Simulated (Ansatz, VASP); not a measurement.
Two plane-wave programs on Ni

File INCAR:

```
SYSTEM = Ni
PREC = Accurate
ENCUT = 520
EDIFF = 1E-7
ISMEAR = -1
SIGMA = 0.05
LREAL = .FALSE.
LASPH = .TRUE.
NELM = 150
ALGO = Normal
ISIF = 2
LWAVE = .FALSE.
LCHARG = .FALSE.
ISPIN = 2
MAGMOM = -0.625 -0.625
LORBIT = 11
LMAXMIX = 4
GGA = RE
NBANDS = 21
```

KPOINTS

```
Automatic mesh
0
G
  13 13 13
  0 0 0
```

The input POSCAR:

```
Ni
1.0
    0.0000000000      2.3104843750      2.3104843750
    2.3104843750      0.0000000000      2.3104843750
    2.3104843750      2.3104843750      0.0000000000
Ni
2
Direct
    0.0000000000      0.0000000000      0.0000000000
    0.5000000000      0.5000000000      0.5000000000
```

Input for Ansatz:

```yaml
crystal:
  lattice:
    - [0.0, 2.310484375, 2.310484375]
    - [2.310484375, 0.0, 2.310484375]
    - [2.310484375, 2.310484375, 0.0]
  atoms:
    - { symbol: Ni, position: [0.0, 0.0, 0.0], spin: -0.625 }
    - { symbol: Ni, position: [0.5, 0.5, 0.5], spin: -0.625 }
hamiltonian:
  xc: revpbe
  pseudopotentials:
    kind: paw
    azcp:
      Ni: "pseudopotentials/Ni.paw.azcp"
basis:
  ecutwfc: 420
  fft_grid_basis: typed
kpoints:
  mp_grid: { grid: [13, 13, 13], shift: [0, 0, 0] }
magnetization:
  spin_polarized: true
scf:
  occupations: { method: fermi_dirac, width: 0.05 }
  lower_state_search: "off"
output:
  stress: true
```

Alike in both runs: task single point; functional revPBE; k mesh 13 × 13 × 13; occupations fermi-dirac, width 0.05 eV; collinear spin.

|  | VASP | Ansatz |
| --- | --- | --- |
| version | VASP 6.6.1 | Ansatz 0.2.0 |
| potentials or method | VASP PAW PBE potentials, release 64 (Ni), cutoff 520 eV | plane waves (420 eV) with PAW, scalar-relativistic |
| valence electrons in the cell | 20 | 36 |

Ansatz gave:

| Item | Value |
| --- | --- |
| pressure (GPa) | 7.0 |
| net moment per atom (μB) | 0.54 |
| size of the moment on the site where the two differ most (μB) | 0.55 |

**Question.** Estimate VASP's values.

**Answer.** Pressure (GPa): 6.9; net moment per atom (μB): 0.53; size of the moment on the site where the two differ most (μB): 0.53.

VASP's potentials were made for PBE, not for revPBE. Site moments also hang on the region over which each program counts them. VASP's potentials hold 20 valence electrons a cell and Ansatz's 36, so a difference there can come from the potentials and not from the codes.
